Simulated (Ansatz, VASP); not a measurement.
## One calculation of LiF, two programs

```
CELL_PARAMETERS angstrom
0.00000 2.01400 2.01400
2.01400 0.00000 2.01400
2.01400 2.01400 0.00000
ATOMIC_POSITIONS crystal
F 0.50000 0.50000 0.50000
Li 0.00000 0.00000 0.00000
```

Alike in both runs: task relaxation of cell and atoms; functional r2SCAN; dispersion D3(BJ); k mesh 11 × 11 × 11; occupations fermi-dirac, width 0.025 eV; no spin polarisation.

|  | VASP | Ansatz |
| --- | --- | --- |
| version | VASP 6.6.1 | Ansatz 0.2.0 |
| potentials or method | VASP PAW PBE potentials, release 64 (F, Li_sv) | JTH PAW LDA |
| plane-wave cutoff (eV) | 600 | 1500 |
| valence electrons in the cell | 10 | 10 |

|  | VASP | Ansatz | Ansatz less VASP |
| --- | --- | --- | --- |
| relaxed volume (Å³/atom) | 7.67 | 7.83 | +0.164 |
| relaxed length of the cell vector where the two differ most in proportion (Å) | 2.789 | 2.808 | +0.0197 |

VASP's potentials were made for PBE, not for r2SCAN.

Noted on VASP's run: the cutoff is under 1.25 times that of the potentials, so the pressure is a little rough. Noted on Ansatz's run: odd divisions of the mesh miss points on the zone boundary, where band edges often lie, so the gap on the mesh can be too wide; the plane-wave basis is chosen anew once the cell has moved, so the energies of steps on either side of that aren't comparable.
